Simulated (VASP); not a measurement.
# Co (P3_221) in VASP: relaxation of cell and atoms with PBE

Aim: the relaxation of cell and atoms of Co with PBE.

Everything below comes from runs of VASP 6.6.1. Logs are shortened: lines on timing, memory, paths and dates and some standing lists are left out, and cuts for length are marked.

## Step 1: The cell of the first run

Symmetry: P3_221, No. 154, trigonal system. Conventional cell: a = 3.227 Å, b = 3.227 Å, c = 3.667 Å, α = 90.00°, β = 90.00°, γ = 120.00°. Co (site symmetry 2) has 2 Co at 1.72 Å within 2.3 Å.

## Step 2: Relaxation of cell and atoms, PBE

INCAR reads:

```
ALGO = Normal
EDIFF = 1E-6
EDIFFG = -0.04
ENCUT = 600
GGA = PE
IBRION = 2
ISIF = 3
ISMEAR = 0
LASPH = T
LCHARG = F
LREAL = F
LWAVE = F
NELM = 100
NSW = 90
PREC = Accurate
SIGMA = 0.1
```

KPOINTS reads:

```
k-points
0
Gamma
  6 6 6
```

POSCAR reads:

```
Co
1.0
    3.2269754373      0.0000000000      0.0000000000
   -1.6134877186      2.7946427061      0.0000000000
    0.0000000000      0.0000000000      3.6673091430
Co
3
Direct
    0.2170000000      0.0000000000      0.1666666667
    0.0000000000      0.2170000000      0.8333333333
    0.7830000000      0.7830000000      0.5000000000
```

Potentials or basis: VASP PAW PBE potentials, release 64 (Co).

Launch:

```
cat potpaw_PBE.64/Co/POTCAR > POTCAR
mpirun -np 1 vasp_std > vasp.out
```

OUTCAR:

```text
EDIFF = 1E-6
   EDIFFG = -0.04
   ENCUT = 600
   GGA = PE
   IBRION = 2
   ISIF = 3
   ISMEAR = 0
   LASPH = T
   LREAL = F
   NELM = 100
   NSW = 90
   PREC = Accurate

 ion  position               nearest neighbor table
   1  0.217  0.000  0.167-   3 1.72   2 1.72   3 2.57   3 2.57   2 2.57   2 2.57   2 2.73   3 2.73

   2  0.000  0.217  0.833-   3 1.72   1 1.72   3 2.57   3 2.57   1 2.57   1 2.57   1 2.73   3 2.73

   3  0.783  0.783  0.500-   2 1.72   1 1.72   2 2.57   1 2.57   1 2.57   2 2.57   2 2.73   1 2.73

  LATTYP: Found a hexagonal cell.
 ALAT       =     3.2269754373
 C/A-ratio  =     1.1364539998

  Lattice vectors:

 A1 = (   3.2269754373,   0.0000000000,   0.0000000000)
 A2 = (  -1.6134877186,   2.7946427061,   0.0000000000)
 A3 = (   0.0000000000,   0.0000000000,   3.6673091430)

Analysis of symmetry for initial positions (statically):
=====================================================================
 Subroutine PRICEL returns:
 Original cell was already a primitive cell.

 Routine SETGRP: Setting up the symmetry group for a
 hexagonal supercell.

 Subroutine GETGRP returns: Found  6 space group operations
 (whereof  2 operations were pure point group operations)
 out of a pool of 24 trial point group operations.

The static configuration has the point symmetry C_2 .
 The point group associated with its full space group is D_3 .

Analysis of symmetry for dynamics (positions and initial velocities):
=====================================================================
 Subroutine PRICEL returns:
 Original cell was already a primitive cell.

 Routine SETGRP: Setting up the symmetry group for a
 hexagonal supercell.

 Subroutine GETGRP returns: Found  6 space group operations
 (whereof  2 operations were pure point group operations)
 out of a pool of 24 trial point group operations.

The dynamic configuration has the point symmetry C_2 .
 The point group associated with its full space group is D_3 .

 Subroutine INISYM returns: Found  6 space group operations
 (whereof  2 operations are pure point group operations),
 and found     1 'primitive' translations

----------------------------------------------------------------------------------------

                                     Primitive cell

  volume of cell :      33.0727

  direct lattice vectors                    reciprocal lattice vectors
     3.226975437  0.000000000  0.000000000     0.309887701  0.178913748  0.000000000
[... 82 lines left out ...]
   ISPIN  =      1    spin polarized calculation?
   LNONCOLLINEAR =      F non collinear calculations
   LSORBIT =      F    spin-orbit coupling
   LASPH  =      T    aspherical Exc in radial PAW
   ENCUT  =  600.0 eV  44.10 Ry    6.64 a.u.   6.45  6.45  7.32*2*pi/ulx,y,z
   NELM   =    100;   NELMIN=  2; NELMDL= -5     # of ELM steps
   EDIFF  = 0.1E-05   stopping-criterion for ELM
   LREAL  =      F    real-space projection
   EDIFFG = -.4E-01   stopping-criterion for IOM
   NSW    =     90    number of steps for IOM
   IBRION =      2    ionic relax: 0-MD 1-quasi-New 2-CG
   NFREE  =      1    steps in history (QN), initial steepest desc. (CG)
   ISIF   =      3    stress and relaxation
   ISYM   =      2    0-nonsym 1-usesym 2-fastsym
   POTIM  = 0.5000    time-step for ionic-motion
   TEBEG  =    0.0;   TEEND  =   0.0 temperature during run
   PSTRESS=    0.0 pullay stress
   NELECT =      27.0000    total number of electrons
   NUPDOWN=      -1.0000    fix difference up-down
   EMIN   =  10.00;   EMAX   =-10.00  energy-range for DOS
   EFERMI =   0.00;   METHOD = LEGACY
   ISMEAR =     0;   SIGMA  =   0.10  broadening in eV -4-tet -1-fermi 0-gaus
   EFERMI_NEDOS =   21; number of points for ismear=-14 and -15
   IALGO  =     38    algorithm
   IMIX   =      4    mixing-type and parameters
     AMIX     =   0.40;   BMIX     =  1.00
     AMIX_MAG =   1.60;   BMIX_MAG =  1.00
  volume/ion in A,a.u.               =      11.02        74.40
  Fermi-wavevector in a.u.,A,eV,Ry     =   1.530052  2.891379 31.852053  2.341060
  Thomas-Fermi vector in A             =   2.637588
   LORBIT       =      0    0 simple, 1 ext, 2 COOP (PROOUT), +10 PAW based schemes
   GGA     = PE    functional components
   LHFCALC =     F    Hartree Fock is set to
   AEXX    =    0.0000 exact exchange contribution
   IVDW    =     0    specifies the selected vdW correction
   LEPSILON=     F    determine dielectric tensor
   LRPA    =     F    only Hartree local field effects (RPA)
 conjugate gradient relaxation of ions
 non-spin polarized calculation
 Gauss-broadening in eV      SIGMA  =   0.10
  energy-cutoff  :      600.00
  volume of cell :       33.07
 maximum number of plane-waves:      1125
 NGX is ok and might be reduce to    28
   NGX = 13   NGY = 13   NGZ = 15

--------------------------------------- Ionic step        1  -------------------------------------------

 number of electron      27.0000005 magnetization

 Free energy of the ion-electron system (eV)
  ---------------------------------------------------
  ext. energy  EPLUGINS =         0.00000000
  ---------------------------------------------------
  free energy    TOTEN  =       -13.17333841 eV

  energy without entropy =      -13.14942516  energy(sigma->0) =      -13.16138178

------------------------ aborting loop because EDIFF is reached ----------------------------------------

  FORCE on cell =-STRESS in cart. coord.  units (eV):
  Direction    XX          YY          ZZ          XY          YZ          ZX
  --------------------------------------------------------------------------------------
  -------------------------------------------------------------------------------------
  Total        9.7316535      9.7316535     27.1158208      0.0000000     -0.0000000      0.0000000
  in kB      471.4414339    471.4414339   1313.6021932      0.0000000     -0.0000000      0.0000000
  external PRESSURE =     752.1616870 kB  Pullay stress =       0.0000000 kB
[... 1061 lines left out ...]
      6       7.1180      2.00000
[... 9 lines left out ...]
     16      10.3798      0.00000
     17      10.5760      0.00000

 [... further k-points ...]

[... ionic steps 4 to 31 ...]

--------------------------------------- Ionic step       32  -------------------------------------------

 number of electron      26.9999921 magnetization

------------------------ aborting loop because EDIFF is reached ----------------------------------------
[... 69 lines left out ...]
--------------------------------------- Ionic step       34  -------------------------------------------

 number of electron      26.9999942 magnetization

 Free energy of the ion-electron system (eV)
  ---------------------------------------------------
  ext. energy  EPLUGINS =         0.00000000
  ---------------------------------------------------
  free energy    TOTEN  =       -20.42886477 eV

  energy without entropy =      -20.39942285  energy(sigma->0) =      -20.41414381

 E-fermi :  10.8945     XC(G=0): -13.7723

 val. band max:       10.8640214050   @ k =   0.0000   0.3333   0.3333
 cond. band min:      10.9171173936   @ k =   0.0000   0.3333   0.1667
 fundamental gap:      0.0530959886
 Fermi energy:        10.8944843704
[... 510 lines left out ...]
  FREE ENERGIE OF THE ION-ELECTRON SYSTEM (eV)
  ---------------------------------------------------
  free  energy   TOTEN  =       -20.4288647723 eV

  energy  without entropy=      -20.3994228496  energy(sigma->0) =      -20.41414381

 reached required accuracy - stopping structural energy minimisation
```

CONTCAR:

```text
Co
   1.00000000000000
     2.4516310280806168   -0.0000000000135201    0.0000000000000007
    -1.2258155140140317    2.1231747510335857   -0.0000000000000017
     0.0000000000000019   -0.0000000000000021    5.8998230212296763
  Co
     3
Direct
     0.3327935417304171    0.0000000000002745    0.1666666667000030
     0.0000000000001839    0.3327935417302359    0.8333333332999970
     0.6672064582693991    0.6672064582694901    0.5000000000000000

  0.00000000E+00  0.00000000E+00  0.00000000E+00
  0.00000000E+00  0.00000000E+00  0.00000000E+00
  0.00000000E+00  0.00000000E+00  0.00000000E+00
```

Wall time 14 min (1 thread of Intel Xeon 8259CL, shared host); peak memory 0.19 GiB.

Results:

| Item | Value |
| --- | --- |
| Free energy | -20.4289 eV |
| Relaxed volume | 10.24 Å³/atom |
| Relaxed cell | a = 2.452 Å, b = 2.452 Å, c = 5.900 Å, α = 90.00°, β = 90.00°, γ = 120.00° |
| Space group after relaxing (to 0.1 Å) | Fm-3m (No. 225) |
| Energy gained by relaxing | 2418.5 meV/atom |
| Ionic steps | 34 |
| Pressure after relaxing | -0.3 GPa |
| Largest force after relaxing | 0.006 eV/Å |

Forces in eV/Å, atoms in the order of the input:
```
Co   0.006  0.000  0.000
Co  -0.003  0.005  0.000
Co  -0.003 -0.005  0.000
```

Stress tensor (GPa, compression positive):
```
-0.26  0.00  0.00
 0.00 -0.26  0.00
 0.00  0.00 -0.42
```

Step by step:
```tsv
step	energy change (eV)	largest force (eV/Å)	pressure (GPa)	volume (Å³)
1	0.0000	11.9074	75.22	33.07
2	-0.9265	0.4872	-26.38	63.52
3	-1.8356	0.4048	-27.96	57.50
4	-2.5876	0.1480	-28.45	52.93
5	-4.2663	0.4175	-18.52	42.32
6	-4.1125	2.5878	4.43	37.53
7	-4.3643	0.8376	-13.31	40.71
8	-4.3704	1.0680	-10.75	40.09
9	-4.6888	1.0586	0.76	36.11
10	-4.7175	1.0076	7.78	34.60
11	-4.8642	0.1821	4.12	34.73
12	-4.8738	0.0451	3.62	34.78
13	-4.8746	0.0125	-3.30	36.10
14	-4.8816	0.0131	-0.08	35.45
15	-4.8824	0.0091	0.01	35.44
16	-4.8857	0.0019	-0.02	35.42
17	-4.8949	0.0198	-0.05	35.36
18	-4.9256	0.0262	-0.02	35.20
19	-5.0786	0.0626	0.01	34.72
20	-6.0241	0.0707	-2.26	33.17
21	-6.4369	0.5227	30.92	28.16
22	-7.0926	0.4417	-0.22	31.11
23	-7.1510	0.5191	8.40	29.84
24	-7.1843	0.5046	5.06	30.24
25	-7.1755	0.5115	6.59	30.06
26	-7.1960	0.4575	2.24	30.50
27	-7.2026	0.3605	-5.21	31.36
28	-7.2052	0.3926	-2.68	31.06
29	-7.2158	0.3534	-2.24	31.01
30	-7.2386	0.2303	-1.26	30.87
31	-7.2418	0.0144	1.61	30.57
32	-7.2475	0.0918	0.32	30.70
33	-7.2550	0.0283	-0.14	30.71
34	-7.2555	0.0062	-0.31	30.71
```

Final structure:
```xyz
3
Lattice="2.4516 0.0000 0.0000 -1.2258 2.1232 0.0000 0.0000 0.0000 5.8998" Properties=species:S:1:pos:R:3 pbc="T T T"
Co    0.8159    0.0000    0.9833
Co   -0.4079    0.7066    4.9165
Co    0.8179    1.4166    2.9499
```

Levels at points of the mesh, in eV from the Fermi level:
```tsv
k point	band 10	band 11	band 12	band 13	band 14	band 15	band 16	band 17
(0.00, 0.00, 0.00)	-1.74	-1.74	-1.74	-0.51	-0.51	-0.08	-0.07	-0.07
(0.50, 0.00, 0.00)	-1.50	0.38	0.42	0.42	0.62	0.65	2.59	2.59
(0.00, 0.00, 0.50)	-1.65	-1.65	-0.61	-0.61	-0.61	-0.61	0.15	0.42
(0.50, 0.00, 0.50)	-0.26	-0.26	-0.10	0.38	0.42	0.50	0.50	3.43
```

Caveat: the k points lie up to 0.49 Å⁻¹ apart in the final cell; the highest band is partly filled, so the run has too few bands; a cell axis changed by over 15 % at a fixed basis, so the end point is rough; the run has no spin polarisation, though such a crystal can be magnetic. Spin polarisation is off, so any magnetic state and its effect on volume and gap are missing.
